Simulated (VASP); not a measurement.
# Li (Fm-3m) in VASP: further runs

Runs on Li. Level: PBE. Tasks: single point.

Program: VASP 6.6.1. These are calculated values, not measurements. Logs are shortened: lines on timing, memory, paths and dates and some standing lists are left out, and cuts for length are marked.

## (1) The cell of the first run

Symmetry: Fm-3m, No. 225, cubic system. Conventional cell: a = 4.205 Å, b = 4.205 Å, c = 4.205 Å, α = 90.00°, β = 90.00°, γ = 90.00°. Li (site symmetry m-3m) has 12 Li at 2.97 Å within 3.9 Å.

This isn't the form of Li at room conditions, which is bcc.

## (2) Single point, PBE (18.58 Å³/atom)

File INCAR:

```
ALGO     = Normal         # electronic algorithm
EDIFF    = 1E-6           # SCF threshold, eV
ENCUT    = 520            # plane-wave cutoff, eV
GGA      = PE             # functional
ISIF     = 2              # what is computed and relaxed
ISMEAR   = 0              # smearing method
LASPH    = True           # aspherical terms in the spheres
LCHARG   = False          # write CHGCAR
LREAL    = False          # projectors in reciprocal space
LWAVE    = False          # write WAVECAR
NBANDS   = 8              # bands
NELM     = 80             # most SCF steps
PREC     = Accurate       # precision mode
SIGMA    = 0.05           # smearing width, eV
```

File KPOINTS:

```
k-points
0
Gamma
  18 18 18
```

File POSCAR:

```
Li
1.0
    0.0000000000      2.1023207653      2.1023207653
    2.1023207653      0.0000000000      2.1023207653
    2.1023207653      2.1023207653      0.0000000000
Li
1
Direct
    0.0000000000      0.0000000000      0.0000000000
```

Potentials or basis: VASP PAW PBE potentials, release 64 (Li_sv).

Launch:

```console
$ cat potpaw_PBE.64/Li_sv/POTCAR > POTCAR
$ mpirun -np 1 vasp_std > vasp.out
```

OUTCAR:

```text
EDIFF = 1E-6
   ENCUT = 520
   GGA = PE
   ISIF = 2
   ISMEAR = 0
   LASPH = True
   LREAL = False
   NELM = 80
   PREC = Accurate

 ion  position               nearest neighbor table
   1  0.000  0.000  0.000-

  LATTYP: Found a face centered cubic cell.
 ALAT       =     4.2046415306

  Lattice vectors:

 A1 = (   0.0000000000,   2.1023207653,   2.1023207653)
 A2 = (   2.1023207653,   0.0000000000,   2.1023207653)
 A3 = (   2.1023207653,   2.1023207653,   0.0000000000)

Analysis of symmetry for initial positions (statically):
=====================================================================
 Subroutine PRICEL returns:
 Original cell was already a primitive cell.

 Routine SETGRP: Setting up the symmetry group for a
 face centered cubic supercell.

 Subroutine GETGRP returns: Found 48 space group operations
 (whereof 48 operations were pure point group operations)
 out of a pool of 48 trial point group operations.

The static configuration has the point symmetry O_h .

Analysis of symmetry for dynamics (positions and initial velocities):
=====================================================================
 Subroutine PRICEL returns:
 Original cell was already a primitive cell.

 Routine SETGRP: Setting up the symmetry group for a
 face centered cubic supercell.

 Subroutine GETGRP returns: Found 48 space group operations
 (whereof 48 operations were pure point group operations)
 out of a pool of 48 trial point group operations.

The dynamic configuration has the point symmetry O_h .

 Subroutine INISYM returns: Found 48 space group operations
 (whereof 48 operations are pure point group operations),
 and found     1 'primitive' translations

----------------------------------------------------------------------------------------

                                     Primitive cell

  volume of cell :      18.5835

  direct lattice vectors                    reciprocal lattice vectors
     0.000000000  2.102320765  2.102320765    -0.237832403  0.237832403  0.237832403
     2.102320765  0.000000000  2.102320765     0.237832403 -0.237832403  0.237832403
     2.102320765  2.102320765  0.000000000     0.237832403  0.237832403 -0.237832403

  length of vectors
     2.973130539  2.973130539  2.973130539     0.411937806  0.411937806  0.411937806

  position of ions in fractional coordinates (direct lattice)
     0.000000000  0.000000000  0.000000000

  ion indices of the primitive-cell ions
   primitive index   ion index
                 1           1

----------------------------------------------------------------------------------------

 KPOINTS: k-points

Automatic generation of k-mesh.
 Grid dimensions read from file:
 generate k-points for:   18   18   18

 Generating k-lattice:

  Cartesian coordinates                     Fractional coordinates (reciprocal lattice)
    -0.013212911  0.013212911  0.013212911     0.055555556  0.000000000  0.000000000
     0.013212911 -0.013212911  0.013212911     0.000000000  0.055555556  0.000000000
     0.013212911  0.013212911 -0.013212911     0.000000000  0.000000000  0.055555556

  Length of vectors
     0.022885434  0.022885434  0.022885434

  Shift w.r.t. Gamma in fractional coordinates (k-lattice)
     0.000000000  0.000000000  0.000000000

 Subroutine IBZKPT returns following result:
 ===========================================

 Found    195 irreducible k-points:

 Following reciprocal coordinates:
            Coordinates               Weight
  0.000000  0.000000  0.000000      1.000000
  0.055556  0.000000  0.000000      8.000000
  0.111111  0.000000  0.000000      8.000000
  0.166667  0.000000  0.000000      8.000000
  0.222222  0.000000  0.000000      8.000000
  0.277778  0.000000  0.000000      8.000000
[... 16 lines left out ...]
 -0.277778  0.055556  0.000000     24.000000
 -0.222222  0.055556  0.000000     24.000000
 [... further k-points ...]
   k-points           NKPTS =    195   k-points in BZ     NKDIM =    195   number of bands    NBANDS=      8
   number of dos      NEDOS =    301   number of ions     NIONS =      1
   total plane-waves  NPLWV =  13824
   dimension x,y,z NGX =    24 NGY =   24 NGZ =   24
   dimension x,y,z NGXF=    48 NGYF=   48 NGZF=   48
   ions per type =               1
   NGX,Y,Z   is equivalent  to a cutoff of  13.42, 13.42, 13.42 a.u.
   NGXF,Y,Z  is equivalent  to a cutoff of  26.84, 26.84, 26.84 a.u.
 SYSTEM =  unknown system
   PREC   = accura    normal or accurate (medium, high low for compatibility)
   ISTART =      0    job   : 0-new  1-cont  2-samecut
   ICHARG =      2    charge: 1-file 2-atom 10-const
   ISPIN  =      1    spin polarized calculation?
   LNONCOLLINEAR =      F non collinear calculations
   LSORBIT =      F    spin-orbit coupling
   LASPH  =      T    aspherical Exc in radial PAW
   ENCUT  =  520.0 eV  38.22 Ry    6.18 a.u.   5.53  5.53  5.53*2*pi/ulx,y,z
   NELM   =     80;   NELMIN=  2; NELMDL= -5     # of ELM steps
   EDIFF  = 0.1E-05   stopping-criterion for ELM
   LREAL  =      F    real-space projection
   EDIFFG = 0.1E-04   stopping-criterion for IOM
   NSW    =      0    number of steps for IOM
   IBRION =     -1    ionic relax: 0-MD 1-quasi-New 2-CG
   NFREE  =      0    steps in history (QN), initial steepest desc. (CG)
   ISIF   =      2    stress and relaxation
   ISYM   =      2    0-nonsym 1-usesym 2-fastsym
   POTIM  = 0.5000    time-step for ionic-motion
   TEBEG  =    0.0;   TEEND  =   0.0 temperature during run
   PSTRESS=    0.0 pullay stress
   NELECT =       3.0000    total number of electrons
   NUPDOWN=      -1.0000    fix difference up-down
   EMIN   =  10.00;   EMAX   =-10.00  energy-range for DOS
   EFERMI =   0.00;   METHOD = LEGACY
   ISMEAR =     0;   SIGMA  =   0.05  broadening in eV -4-tet -1-fermi 0-gaus
   EFERMI_NEDOS =   21; number of points for ismear=-14 and -15
   IALGO  =     38    algorithm
   IMIX   =      4    mixing-type and parameters
     AMIX     =   0.40;   BMIX     =  1.00
     AMIX_MAG =   1.60;   BMIX_MAG =  1.00
  volume/ion in A,a.u.               =      18.58       125.41
  Fermi-wavevector in a.u.,A,eV,Ry     =   0.891401  1.684503 10.811122  0.794595
  Thomas-Fermi vector in A             =   2.013216
   LORBIT       =      0    0 simple, 1 ext, 2 COOP (PROOUT), +10 PAW based schemes
   GGA     = PE    functional components
   LHFCALC =     F    Hartree Fock is set to
   AEXX    =    0.0000 exact exchange contribution
   IVDW    =     0    specifies the selected vdW correction
   LEPSILON=     F    determine dielectric tensor
   LRPA    =     F    only Hartree local field effects (RPA)
 non-spin polarized calculation
 Gauss-broadening in eV      SIGMA  =   0.05
  energy-cutoff  :      520.00
  volume of cell :       18.58
 maximum number of plane-waves:       531
 NGX is ok and might be reduce to    24
   NGX = 11   NGY = 11   NGZ = 11

 number of electron       3.0000001 magnetization

 Free energy of the ion-electron system (eV)
  ---------------------------------------------------
  ext. energy  EPLUGINS =         0.00000000
  ---------------------------------------------------
  free energy    TOTEN  =        -1.90158254 eV

  energy without entropy =       -1.90120395  energy(sigma->0) =       -1.90139325

 E-fermi :   0.8860     XC(G=0):  -7.2591

 val. band max:        0.8775102993   @ k =   0.5000   0.2222   0.0556
 cond. band min:       0.9419666971   @ k =   0.5000   0.1111   0.0000
 fundamental gap:      0.0644563978
 Fermi energy:         0.8860353191

 k-point     1 :       0.0000    0.0000    0.0000
  band No.  band energies     occupation
      1     -45.5078      2.00000
      2      -2.7934      2.00000
      3      16.1368      0.00000
      4      16.1369      0.00000
      5      16.1369      0.00000
      6      20.1556      0.00000
      7      20.1556      0.00000
      8      20.1556      0.00000

 k-point     2 :       0.0556    0.0000    0.0000
  band No.  band energies     occupation
      1     -45.5071      2.00000
      2      -2.7366      2.00000
      3      15.4604      0.00000
      4      15.9947      0.00000
      5      15.9947      0.00000
      6      19.4983      0.00000
      7      20.4038      0.00000
      8      20.4038      0.00000

 k-point     3 :       0.1111    0.0000    0.0000
  band No.  band energies     occupation
      1     -45.5048      2.00000
      2      -2.5661      2.00000
      3      13.8810      0.00000
      4      15.6611      0.00000
      5      15.6612      0.00000
      6      19.3308      0.00000
      7      20.9976      0.00000
      8      20.9976      0.00000

 k-point     4 :       0.1667    0.0000    0.0000
  band No.  band energies     occupation
      1     -45.5014      2.00000
      2      -2.2822      2.00000
      3      12.0475      0.00000
      4      15.2817      0.00000
      5      15.2817      0.00000
      6      19.5233      0.00000
      7      21.4455      0.00000
      8      21.4455      0.00000

 k-point     5 :       0.2222    0.0000    0.0000
  band No.  band energies     occupation
      1     -45.4972      2.00000
      2      -1.8857      2.00000
      3      10.2286      0.00000
      4      14.9407      0.00000
      5      14.9407      0.00000
      6      19.7965      0.00000
      7      21.0461      0.00000
      8      21.0461      0.00000
[... 177 lines left out ...]
 k-point    22 :      -0.3333    0.0556    0.0000
  band No.  band energies     occupation
      1     -45.4869      2.00000
      2      -0.5036      2.00000
      3       6.4968      0.00000
      4      13.5646      0.00000
      5      14.8104      0.00000
      6      18.3397      0.00000
      7      19.0181      0.00000
      8      21.2973      0.00000

 k-point    23 :      -0.2778    0.0556    0.0000
  band No.  band energies     occupation
      1     -45.4909      2.00000
      2      -1.1360      2.00000
      3       7.9970      0.00000
      4      13.6330      0.00000
      5      15.1506      0.00000
      6      18.9707      0.00000
      7      19.5461      0.00000
      8      21.2318      0.00000

 k-point    24 :      -0.2222    0.0556    0.0000
  band No.  band energies     occupation
      1     -45.4952      2.00000
      2      -1.6769      2.00000
      3       9.6588      0.00000
      4      13.8199      0.00000
      5      15.4988      0.00000
      6      19.5107      0.00000
      7      20.2622      0.00000
      8      20.9677      0.00000

 [... further k-points ...]

------------------------ aborting loop because EDIFF is reached ----------------------------------------

  FORCE on cell =-STRESS in cart. coord.  units (eV):
  Direction    XX          YY          ZZ          XY          YZ          ZX
  --------------------------------------------------------------------------------------
  -------------------------------------------------------------------------------------
  Total        0.1420076      0.1420076      0.1420076     -0.0000000     -0.0000000     -0.0000000
  in kB       12.2432090     12.2432090     12.2432090     -0.0000000     -0.0000000     -0.0000000
  external PRESSURE =      12.2432090 kB  Pullay stress =       0.0000000 kB

 VOLUME and BASIS-vectors are now :
 -----------------------------------------------------------------------------
  energy-cutoff  :      520.00
  volume of cell :       18.58
      direct lattice vectors                 reciprocal lattice vectors
     0.000000000  2.102320765  2.102320765    -0.237832403  0.237832403  0.237832403
     2.102320765  0.000000000  2.102320765     0.237832403 -0.237832403  0.237832403
     2.102320765  2.102320765  0.000000000     0.237832403  0.237832403 -0.237832403

 POSITION                                       TOTAL-FORCE (eV/Angst)
 -----------------------------------------------------------------------------------
      0.00000      0.00000      0.00000         0.000000     -0.000000      0.000000
 -----------------------------------------------------------------------------------
    total drift:                                0.000000      0.000000     -0.000000

  FREE ENERGIE OF THE ION-ELECTRON SYSTEM (eV)
  ---------------------------------------------------
  free  energy   TOTEN  =        -1.9015825384 eV

  energy  without entropy=       -1.9012039517  energy(sigma->0) =       -1.90139325
```

Wall time 21 s (1 thread of Intel Xeon 8259CL, shared host); peak memory 0.14 GiB.

Results:

| Quantity | Value |
| --- | --- |
| Free energy | -1.9016 eV |
| Band gap on the k mesh | zero (an odd number of electrons rules out a gap without spin polarisation) |

Levels at points of the mesh, in eV from the Fermi level:
```
           k point  band 1  band 2  band 3  band 4  band 5  band 6
(0.00, 0.00, 0.00)  -46.39   -3.68   15.25   15.25   15.25   19.27
(0.50, 0.00, 0.00)  -46.37   -0.06    3.21   13.41   13.41   17.51
(0.50, 0.50, 0.00)  -46.36    1.59    5.02    8.93    8.93   11.20
```

Caveat: the cutoff is under 1.25 times the usual one of these potentials, so pressure, stress and relaxed cells hold a basis-set (Pulay) error.

(Part 1 of 2 ends here.)
